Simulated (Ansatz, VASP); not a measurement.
**SnO2: VASP beside Ansatz**

File INCAR:

```
  PREC = Accurate
  ENCUT = 520
  EDIFF = 1E-6
  ISMEAR = 0
  SIGMA = 0.05
  LREAL = False
  LASPH = True
  NELM = 100
  ALGO = Normal
  ISIF = 2
  LWAVE = False
  LCHARG = False
  GGA = PE
  NBANDS = 20
```

Contents of KPOINTS:

```
Automatic mesh
0
Gamma
  12 12 12
```

Contents of POSCAR:

```
SnO2
1.0
    1.5359500000      0.8867811460      4.9182553763
   -1.5359500000      0.8867811460      4.9182553763
    0.0000000000     -1.7735622919      4.9182553763
Sn O
1 2
Direct
    0.5000000000      0.5000000000      0.5000000000
    0.2348826742      0.2348826742      0.2348826742
    0.7651173258      0.7651173258      0.7651173258
```

Input for Ansatz:

```yaml
crystal:
  lattice:
    - [1.53595, 0.886781146, 4.9182553763]
    - [-1.53595, 0.886781146, 4.9182553763]
    - [0.0, -1.7735622919, 4.9182553763]
  atoms:
    - { symbol: Sn, position: [0.5, 0.5, 0.5] }
    - { symbol: O, position: [0.2348826742, 0.2348826742, 0.2348826742] }
    - { symbol: O, position: [0.7651173258, 0.7651173258, 0.7651173258] }
basis:
  ecutwfc: 520.0
kpoints:
  mp_grid: { grid: [12, 12, 12] }
hamiltonian:
  xc: pbe
  pseudopotentials: { kind: paw, azcp: { folder: soft_1 } }
scf:
  occupations: { method: gaussian, width: 0.05 }
output:
  forces: true
  stress: true
  eigenvalues: true
```

Alike in both runs: task single point; functional PBE; k mesh 12 × 12 × 12; occupations gaussian, width 0.05 eV; no spin polarisation.

|  | VASP | Ansatz |
| --- | --- | --- |
| version | VASP 6.6.1 | Ansatz 0.2.0 |
| potentials or method | VASP PAW PBE potentials, release 64 (Sn_d, O), cutoff 520 eV | scalar-relativistic, plane waves, PAW |
| valence electrons in the cell | 26 | 26 |

```csv
,VASP,Ansatz,Ansatz less VASP
gap on the k mesh at the Fermi level (eV),3.06,3.08,+0.019
least direct gap on the mesh (eV),3.42,3.43,+0.011
pressure (GPa),23.2,22.3,-0.89
"traceless stress, the component that is largest in VASP (GPa)",-12.28,-11.81,+0.473
rms of the force components (eV/Å),0.623,0.584,-0.0382
```

Atom by atom the forces differ by 0.038 eV/Å (rms over components).
